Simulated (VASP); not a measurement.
Write the native input for VASP 6.6.1 that does the following.

- Task: single point
- Functional: PBE
- Potentials or basis: VASP PAW PBE potentials, release 64 (Cd)
- Cutoff: 520 eV
- k mesh: 18 × 18 × 18
- Occupations: gaussian, width 0.15 eV
- Spin: no spin polarisation
- Dipole correction: no
- Further INCAR settings: ALGO = Normal; EDIFF = 1e-07; NBANDS = 12

The structure of Cd lies in POSCAR:

```
Cd
1.0
    0.0000000000      2.3143393943      2.2541534960
    2.2541534960      0.0000000000      2.2541534960
    2.2541534960      2.3143393943      0.0000000000
Cd
1
Direct
    0.0000000000      0.0000000000      0.0000000000
```

This cell differs from its parent crystal: normal strain along x +0.0000, normal strain along y +0.0267.

The input as run:

INCAR

```
SYSTEM = Cd
  ALGO = Normal
  EDIFF = 1E-7
  ENCUT = 520
  GGA = PE
  ISIF = 2
  ISMEAR = 0
  LASPH = .TRUE.
  LCHARG = .FALSE.
  LREAL = .FALSE.
  LWAVE = .FALSE.
  NBANDS = 12
  NELM = 60
  PREC = Accurate
  SIGMA = 0.15
```

KPOINTS

```
k-points
0
G
  18 18 18
  0 0 0
```

Potentials or basis: VASP PAW PBE potentials, release 64 (Cd).

Run with:

```sh
$ cat potpaw_PBE.64/Cd/POTCAR > POTCAR
$ mpirun -np 1 vasp_std > vasp.out
```

It gave:

```yaml
Pressure: -0.9 GPa
Band_gap_on_the_k_mesh: zero (bands 6 and 7 overlap by 3.12 eV)
```

Caveat: the cell differs from its parent crystal (normal strain along x +0.0000, normal strain along y +0.0267).

Run time: 54 s on 1 thread of AMD EPYC 9R45 96-Core Processor (Zen 5) (shared host), peak memory 0.21 GiB.
